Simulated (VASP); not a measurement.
# Mg27SbS26 (a cell with a defect) in VASP: further runs

The runs below take Mg27SbS26 (a cell with a defect) through single point, relaxation of the atoms, with PBE.

Everything below comes from runs of VASP 6.6.1. Logs are shortened: lines on timing, memory, paths and dates and some standing lists are left out, and cuts for length are marked.

## Step 1: The cell of the first run

The cell holds a defect, 54 atoms: a = 11.050 Å, b = 11.050 Å, c = 11.050 Å, α = 60.00°, β = 60.00°, γ = 60.00°.

## Step 2: Single point, PBE

Input file INCAR:

```
SYSTEM = Mg27SbS26
PREC = Accurate
ENCUT = 520
EDIFF = 1E-6
ISMEAR = -1
SIGMA = 0.01
LREAL = Auto
LASPH = .TRUE.
NELM = 80
ALGO = Normal
ISIF = 2
LWAVE = .FALSE.
LCHARG = .TRUE.
GGA = PE
LELF = .TRUE.
LVHAR = .TRUE.
NELECT = 216.0
NBANDS = 140
LUSENCCL = .FALSE.
```

Input file KPOINTS:

```
Automatic mesh
0
G
  2 2 2
  0 0 0
```

Input file POSCAR:

```
Mg27SbS26
1.0
    0.0000000000      7.8131926668      7.8131926668
    7.8131926668      0.0000000000      7.8131926668
    7.8131926668      7.8131926668      0.0000000000
Mg Sb S
27 1 26
Direct
    0.0007349486      0.0007349486      0.0007349486
   -0.0053532966     -0.0053532966      0.3386866299
    0.0007349486      0.0007349486      0.6644618210
   -0.0053532966      0.3386866299     -0.0053532966
   -0.0053532966      0.3386866299      0.3386866299
    0.0020190780      0.3313142553      0.6666666667
    0.0007349486      0.6644618210      0.0007349486
    0.0020190780      0.6666666667      0.3313142553
    0.0020190780      0.6666666667      0.6666666667
    0.3386866299     -0.0053532966     -0.0053532966
    0.3386866299     -0.0053532966      0.3386866299
    0.3313142553      0.0020190780      0.6666666667
    0.3386866299      0.3386866299     -0.0053532966
    0.3325983848      0.3325983848      0.3325983848
    0.3325983848      0.3325983848      0.6688715124
    0.3313142553      0.6666666667      0.0020190780
    0.3325983848      0.6688715124      0.3325983848
    0.3313142553      0.6666666667      0.6666666667
    0.6644618210      0.0007349486      0.0007349486
    0.6666666667      0.0020190780      0.3313142553
    0.6666666667      0.0020190780      0.6666666667
    0.6666666667      0.3313142553      0.0020190780
    0.6688715124      0.3325983848      0.3325983848
    0.6666666667      0.3313142553      0.6666666667
    0.6666666667      0.6666666667      0.0020190780
    0.6666666667      0.6666666667      0.3313142553
    0.6666666667      0.6666666667      0.6666666667
    0.1666666667      0.1666666667      0.1666666667
    0.1666666667      0.1666666667      0.5048036807
    0.1666666667      0.1666666667      0.8285296527
    0.1666666667      0.5048036807      0.1666666667
    0.1669968411      0.4998899419      0.4998899419
    0.1666666667      0.5048036807      0.8285296527
    0.1666666667      0.8285296527      0.1666666667
    0.1666666667      0.8285296527      0.5048036807
    0.1663364923      0.8334433915      0.8334433915
    0.5048036807      0.1666666667      0.1666666667
    0.4998899419      0.1669968411      0.4998899419
    0.5048036807      0.1666666667      0.8285296527
    0.4998899419      0.4998899419      0.1669968411
    0.4998899419      0.4998899419      0.4998899419
    0.5013893037      0.5013893037      0.8319440296
    0.5048036807      0.8285296527      0.1666666667
    0.5013893037      0.8319440296      0.5013893037
    0.5013893037      0.8319440296      0.8319440296
    0.8285296527      0.1666666667      0.1666666667
    0.8285296527      0.1666666667      0.5048036807
    0.8334433915      0.1663364923      0.8334433915
    0.8285296527      0.5048036807      0.1666666667
    0.8319440296      0.5013893037      0.5013893037
    0.8319440296      0.5013893037      0.8319440296
    0.8334433915      0.8334433915      0.1663364923
    0.8319440296      0.8319440296      0.5013893037
    0.8334433915      0.8334433915      0.8334433915
```

Potentials or basis: VASP PAW PBE potentials, release 64 (Mg, Sb, S).

Launch:

```sh
$ cat potpaw_PBE.64/Mg/POTCAR potpaw_PBE.64/Sb/POTCAR potpaw_PBE.64/S/POTCAR > POTCAR
$ mpirun -np 1 vasp_std > vasp.out
```

OUTCAR:

```text
SYSTEM = Mg27SbS26
   PREC = Accurate
   ENCUT = 520
   EDIFF = 1E-6
   ISMEAR = -1
   LREAL = Auto
   LASPH = .TRUE.
   NELM = 80
   ISIF = 2
   GGA = PE
   NELECT = 216.0

 ion  position               nearest neighbor table
   1  0.001  0.001  0.001-  30 2.59  34 2.59  46 2.59  36 2.61  48 2.61  52 2.61
   2  0.995  0.995  0.339-  53 2.54  46 2.64  34 2.64  47 2.64  35 2.64  28 2.69   8 3.62  20 3.62
                             9 3.62  21 3.62
   3  0.001  0.001  0.664-  35 2.59  47 2.59  29 2.59  36 2.61  48 2.61  54 2.61
   4  0.995  0.339  0.995-  51 2.54  46 2.64  30 2.64  49 2.64  33 2.64  28 2.69   6 3.62  22 3.62
                             9 3.62  25 3.62
   5  0.995  0.339  0.339-  50 2.54  49 2.64  47 2.64  31 2.64  29 2.64  28 2.69  24 3.62  26 3.62
                             6 3.62   8 3.62
   6  0.002  0.331  0.667-  29 2.55  30 2.55  48 2.61  32 2.61  51 2.62  50 2.62   4 3.62   5 3.62
                            12 3.64
   7  0.001  0.664  0.001-  33 2.59  49 2.59  31 2.59  36 2.61  52 2.61  54 2.61
   8  0.002  0.667  0.331-  31 2.55  34 2.55  52 2.61  32 2.61  53 2.62  50 2.62   2 3.62   5 3.62
                            16 3.64
   9  0.002  0.667  0.667-  33 2.55  35 2.55  54 2.61  32 2.61  53 2.62  51 2.62   2 3.62   4 3.62
                            18 3.64
  10  0.339  0.995  0.995-  45 2.54  34 2.64  30 2.64  43 2.64  39 2.64  28 2.69  12 3.62  16 3.62
                            21 3.62  25 3.62
  11  0.339  0.995  0.339-  44 2.54  43 2.64  35 2.64  29 2.64  37 2.64  28 2.69  18 3.62  26 3.62
                            20 3.62  12 3.62
  12  0.331  0.002  0.667-  29 2.55  30 2.55  36 2.61  38 2.61  45 2.62  44 2.62  10 3.62  11 3.62
                             6 3.64
  13  0.339  0.339  0.995-  42 2.54  39 2.64  33 2.64  31 2.64  37 2.64  28 2.69  18 3.62  24 3.62
[... 48 lines left out ...]
  53  0.832  0.832  0.501-   2 2.54  27 2.58  20 2.62   8 2.62  21 2.62   9 2.62
  54  0.833  0.833  0.833-  25 2.61  21 2.61   9 2.61  19 2.61   7 2.61   3 2.61

  LATTYP: Found a face centered cubic cell.
 ALAT       =    15.6263853336

  Lattice vectors:

 A1 = (   0.0000000000,   7.8131926668,   7.8131926668)
 A2 = (   7.8131926668,   0.0000000000,   7.8131926668)
 A3 = (   7.8131926668,   7.8131926668,   0.0000000000)

Analysis of symmetry for initial positions (statically):
=====================================================================
 Subroutine PRICEL returns:
 Original cell was already a primitive cell.

 Routine SETGRP: Setting up the symmetry group for a
 face centered cubic supercell.

 Subroutine GETGRP returns: Found 48 space group operations
 (whereof  6 operations were pure point group operations)
 out of a pool of 48 trial point group operations.

The static configuration has the point symmetry C_3v.
 The point group associated with its full space group is O_h .

Analysis of symmetry for dynamics (positions and initial velocities):
=====================================================================
 Subroutine PRICEL returns:
 Original cell was already a primitive cell.

 Routine SETGRP: Setting up the symmetry group for a
 face centered cubic supercell.

 Subroutine GETGRP returns: Found 48 space group operations
 (whereof  6 operations were pure point group operations)
 out of a pool of 48 trial point group operations.

The dynamic configuration has the point symmetry C_3v.
 The point group associated with its full space group is O_h .

 Subroutine INISYM returns: Found 48 space group operations
 (whereof  6 operations are pure point group operations),
 and found     1 'primitive' translations

----------------------------------------------------------------------------------------

                                     Primitive cell

  volume of cell :     953.9280

  direct lattice vectors                    reciprocal lattice vectors
     0.000000000  7.813192667  7.813192667    -0.063994326  0.063994326  0.063994326
     7.813192667  0.000000000  7.813192667     0.063994326 -0.063994326  0.063994326
     7.813192667  7.813192667  0.000000000     0.063994326  0.063994326 -0.063994326

  length of vectors
    11.049523035 11.049523035 11.049523035     0.110841424  0.110841424  0.110841424

  position of ions in fractional coordinates (direct lattice)
     0.000734949  0.000734949  0.000734949
     0.994646703  0.994646703  0.338686630
     0.000734949  0.000734949  0.664461821
     0.994646703  0.338686630  0.994646703
     0.994646703  0.338686630  0.338686630
     0.002019078  0.331314255  0.666666667
[... 46 lines left out ...]
     0.831944030  0.831944030  0.501389304
     0.833443391  0.833443391  0.833443391

  ion indices of the primitive-cell ions
   primitive index   ion index
                 1           1
                 2           2
                 3           3
                 4           4
                 5           5
                 6           6
[... 46 lines left out ...]
                53          53
                54          54

----------------------------------------------------------------------------------------

 KPOINTS: Automatic mesh

Automatic generation of k-mesh.
 Grid dimensions read from file:
 generate k-points for:    2    2    2

 Generating k-lattice:

  Cartesian coordinates                     Fractional coordinates (reciprocal lattice)
    -0.031997163  0.031997163  0.031997163     0.500000000  0.000000000  0.000000000
     0.031997163 -0.031997163  0.031997163     0.000000000  0.500000000  0.000000000
     0.031997163  0.031997163 -0.031997163     0.000000000  0.000000000  0.500000000

  Length of vectors
     0.055420712  0.055420712  0.055420712

  Shift w.r.t. Gamma in fractional coordinates (k-lattice)
     0.000000000  0.000000000  0.000000000

 Subroutine IBZKPT returns following result:
 ===========================================

 Found      3 irreducible k-points:

 Following reciprocal coordinates:
            Coordinates               Weight
  0.000000  0.000000  0.000000      1.000000
  0.500000  0.000000  0.000000      4.000000
  0.500000  0.500000  0.000000      3.000000
   k-points           NKPTS =      3   k-points in BZ     NKDIM =      3   number of bands    NBANDS=    140
   number of dos      NEDOS =    301   number of ions     NIONS =     54
   total plane-waves  NPLWV = 592704
   dimension x,y,z NGX =    84 NGY =   84 NGZ =   84
   dimension x,y,z NGXF=   168 NGYF=  168 NGZF=  168
   ions per type =              27   1  26
   NGX,Y,Z   is equivalent  to a cutoff of  12.64, 12.64, 12.64 a.u.
   NGXF,Y,Z  is equivalent  to a cutoff of  25.28, 25.28, 25.28 a.u.
 SYSTEM =  Mg27SbS26
   PREC   = accura    normal or accurate (medium, high low for compatibility)
   ISTART =      0    job   : 0-new  1-cont  2-samecut
   ICHARG =      2    charge: 1-file 2-atom 10-const
   ISPIN  =      1    spin polarized calculation?
   LNONCOLLINEAR =      F non collinear calculations
   LSORBIT =      F    spin-orbit coupling
   LASPH  =      T    aspherical Exc in radial PAW
   ENCUT  =  520.0 eV  38.22 Ry    6.18 a.u.  20.54 20.54 20.54*2*pi/ulx,y,z
   NELM   =     80;   NELMIN=  2; NELMDL= -5     # of ELM steps
   EDIFF  = 0.1E-05   stopping-criterion for ELM
   LREAL  =      T    real-space projection
   EDIFFG = 0.1E-04   stopping-criterion for IOM
   NSW    =      0    number of steps for IOM
   IBRION =     -1    ionic relax: 0-MD 1-quasi-New 2-CG
   NFREE  =      0    steps in history (QN), initial steepest desc. (CG)
   ISIF   =      2    stress and relaxation
   ISYM   =      2    0-nonsym 1-usesym 2-fastsym
   POTIM  = 0.5000    time-step for ionic-motion
   TEBEG  =    0.0;   TEEND  =   0.0 temperature during run
   PSTRESS=    0.0 pullay stress
   NELECT =     216.0000    total number of electrons
   NUPDOWN=      -1.0000    fix difference up-down
   EMIN   =  10.00;   EMAX   =-10.00  energy-range for DOS
   EFERMI =   0.00;   METHOD = LEGACY
   ISMEAR =    -1;   SIGMA  =   0.01  broadening in eV -4-tet -1-fermi 0-gaus
   EFERMI_NEDOS =   21; number of points for ismear=-14 and -15
   IALGO  =     38    algorithm
   IMIX   =      4    mixing-type and parameters
     AMIX     =   0.40;   BMIX     =  1.00
     AMIX_MAG =   1.60;   BMIX_MAG =  1.00
  volume/ion in A,a.u.               =      17.67       119.21
  Fermi-wavevector in a.u.,A,eV,Ry     =   0.997825  1.885615 13.546695  0.995654
  Thomas-Fermi vector in A             =   2.130007
   LORBIT       =      0    0 simple, 1 ext, 2 COOP (PROOUT), +10 PAW based schemes
   GGA     = PE    functional components
   LHFCALC =     F    Hartree Fock is set to
   AEXX    =    0.0000 exact exchange contribution
   IVDW    =     0    specifies the selected vdW correction
   LEPSILON=     F    determine dielectric tensor
   LRPA    =     F    only Hartree local field effects (RPA)
 non-spin polarized calculation
  energy-cutoff  :      520.00
  volume of cell :      953.93
 maximum number of plane-waves:     25821
 NGX is ok and might be reduce to    84
   NGX = 41   NGY = 41   NGZ = 41

 number of electron     215.9999998 magnetization

 Free energy of the ion-electron system (eV)
  ---------------------------------------------------
  ext. energy  EPLUGINS =         0.00000000
  ---------------------------------------------------
  free energy    TOTEN  =      -219.86981748 eV

  energy without entropy =     -219.86981748  energy(sigma->0) =     -219.86981748

 E-fermi :   5.4143     XC(G=0):  -9.7348

 val. band max:        5.1600927669   @ k =   0.0000   0.0000   0.0000
 cond. band min:       6.5712611782   @ k =   0.5000   0.5000   0.0000
 fundamental gap:      1.4111684113
 Fermi energy:         5.4143101974

 k-point     1 :       0.0000    0.0000    0.0000
  band No.  band energies     occupation
      1      -8.8796      2.00000
      2      -8.0266      2.00000
      3      -8.0266      2.00000
      4      -8.0266      2.00000
      5      -7.9814      2.00000
      6      -7.9789      2.00000
[... 358 lines left out ...]
    119       8.8602      0.00000
    120       8.8703      0.00000
 [bands above 120 left out]

------------------------ aborting loop because EDIFF is reached ----------------------------------------

  FORCE on cell =-STRESS in cart. coord.  units (eV):
  Direction    XX          YY          ZZ          XY          YZ          ZX
  --------------------------------------------------------------------------------------
  -------------------------------------------------------------------------------------
  Total       22.9349985     22.9349985     22.9349985      0.0000000     -0.0000000      0.0000000
  in kB       38.5206584     38.5206584     38.5206584      0.0000000     -0.0000000      0.0000000
  external PRESSURE =      38.5206584 kB  Pullay stress =       0.0000000 kB

 VOLUME and BASIS-vectors are now :
 -----------------------------------------------------------------------------
  energy-cutoff  :      520.00
  volume of cell :      953.93
      direct lattice vectors                 reciprocal lattice vectors
     0.000000000  7.813192667  7.813192667    -0.063994326  0.063994326  0.063994326
     7.813192667  0.000000000  7.813192667     0.063994326 -0.063994326  0.063994326
     7.813192667  7.813192667  0.000000000     0.063994326  0.063994326 -0.063994326

 POSITION                                       TOTAL-FORCE (eV/Angst)
 -----------------------------------------------------------------------------------
      0.01148      0.01148      0.01148        -0.006196     -0.006196     -0.006196
     10.41759     10.41759     15.54273         0.000000      0.000000     -0.044067
      5.19731      5.19731      0.01148         0.006196      0.006196     -0.006196
     10.41759     15.54273     10.41759         0.000000     -0.044067     -0.000000
      5.29245     10.41759     10.41759         0.044067      0.000000     -0.000000
      7.79742      5.22457      2.60440        -0.008829      0.008829     -0.000000
[... 46 lines left out ...]
     10.41759     10.41759     13.00028         0.000000      0.000000      0.010781
     13.02371     13.02371     13.02371        -0.001417     -0.001417     -0.001417
 -----------------------------------------------------------------------------------
    total drift:                                0.000002      0.000002      0.000002

  FREE ENERGIE OF THE ION-ELECTRON SYSTEM (eV)
  ---------------------------------------------------
  free  energy   TOTEN  =      -219.8698174779 eV

  energy  without entropy=     -219.8698174779  energy(sigma->0) =     -219.86981748
```

Wall time 3.7 min (1 × NVIDIA H100 80GB with 1 thread of AMD EPYC 7R13 (Zen 3), shared host); peak memory 1.9 GiB.

What came out:

```
Free energy   : -219.8698 eV
Largest force : 0.044 eV/Å
```

Forces in eV/Å, atoms in the order of the input:
```
Mg  -0.006 -0.006 -0.006
Mg   0.000  0.000 -0.044
Mg   0.006  0.006 -0.006
Mg   0.000 -0.044  0.000
Mg   0.044  0.000  0.000
Mg  -0.009  0.009  0.000
Mg   0.006 -0.006  0.006
Mg  -0.009  0.000  0.009
Mg   0.000  0.009  0.009
Mg  -0.044  0.000  0.000
Mg   0.000  0.044  0.000
Mg   0.009 -0.009  0.000
Mg   0.000  0.000  0.044
Mg   0.006  0.006  0.006
Mg  -0.006 -0.006  0.006
Mg   0.009  0.000 -0.009
Mg  -0.006  0.006 -0.006
Mg   0.000 -0.009 -0.009
Mg  -0.006  0.006  0.006
Mg   0.000 -0.009  0.009
Mg   0.009  0.000  0.009
Mg   0.000  0.009 -0.009
Mg   0.006 -0.006 -0.006
Mg  -0.009  0.000 -0.009
Mg   0.009  0.009  0.000
Mg  -0.009 -0.009  0.000
Mg   0.000  0.000  0.000
Sb   0.000  0.000  0.000
S    0.001  0.001  0.000
S   -0.001 -0.001  0.000
S    0.001  0.000  0.001
S    0.001 -0.001 -0.001
S    0.000 -0.001  0.001
S   -0.001  0.000 -0.001
S    0.000  0.001 -0.001
S   -0.001  0.001  0.001
S    0.000  0.001  0.001
S   -0.001  0.001 -0.001
S   -0.001  0.000  0.001
S   -0.001 -0.001  0.001
S    0.001  0.001  0.001
S    0.000  0.000 -0.011
S   -0.001  0.001  0.000
S    0.000 -0.011  0.000
S    0.011  0.000  0.000
S    0.000 -0.001 -0.001
S    0.001  0.000 -0.001
S    0.001 -0.001  0.001
S    0.001 -0.001  0.000
S   -0.011  0.000  0.000
S    0.000  0.011  0.000
S    0.001  0.001 -0.001
S    0.000  0.000  0.011
S   -0.001 -0.001 -0.001
```

Caveat: the cell carries a net charge on a neutralising background, which shifts energy and pressure; the cell is charged against a uniform background, so pressure and absolute levels hang on convention; spin-orbit coupling is left out, which moves the levels of the heavy elements.

(Continued in part 2 of 2.)
